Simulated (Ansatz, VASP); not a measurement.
# TePb in VASP and in Ansatz

File INCAR:

```
PREC = Accurate ; ENCUT = 520
EDIFF = 1E-6 ; ISMEAR = -1
SIGMA = 0.05 ; LREAL = False
LASPH = True ; NELM = 100
ALGO = Normal ; ISIF = 2
LWAVE = False ; LCHARG = False
GGA = PE ; NBANDS = 17
```

The input KPOINTS:

```
Automatic mesh
0
Gamma
  7 7 7
```

The input POSCAR:

```
TePb
1.0
    4.0807831442      0.0000000000      0.0000000000
    0.0000000000      4.0807831442      0.0000000000
    0.0000000000      0.0000000000      4.0807831442
Pb Te
1 1
Direct
    0.0000000000      0.0000000000      0.0000000000
    0.5000000000      0.5000000000      0.5000000000
```

Contents of input.yaml:

```yaml
crystal:
  lattice:
    - [4.0807831442, 0.0, 0.0]
    - [0.0, 4.0807831442, 0.0]
    - [0.0, 0.0, 4.0807831442]
  atoms:
    - { symbol: Pb, position: [0.0, 0.0, 0.0] }
    - { symbol: Te, position: [0.5, 0.5, 0.5] }
kpoints:
  mp_grid: { grid: [7, 7, 7] }
scf:
  occupations: { method: fermi_dirac, width: 0.05 }
hamiltonian:
  xc: pbe
  pseudopotentials: { kind: all_electron, lapw: { basis_error: 0.0005 } }
output:
  forces: true
  stress: true
  eigenvalues: true
```

Change from the starting cell: volume scaled by 1.06.

Alike in both runs: task single point; functional PBE; k mesh 7 × 7 × 7; occupations fermi-dirac, width 0.05 eV; no spin polarisation.

|  | VASP | Ansatz |
| --- | --- | --- |
| version | VASP 6.6.1 | Ansatz 0.2.0 |
| potentials or method | VASP PAW PBE potentials, release 64 (Pb_d, Te), cutoff 520 eV | all-electron LAPW, scalar-relativistic |

Ansatz gave:

- gap on the k mesh at the Fermi level (eV): none
- pressure (GPa): -2.1

Q: What did VASP give for the same quantities?

A: gap on the k mesh at the Fermi level (eV): none; pressure (GPa): -2.2.

A gap of «none» marks a metal or a gap that the smearing closes. Ansatz ran all-electron here, and VASP with PAW potentials.

Neither program's run includes spin-orbit coupling.
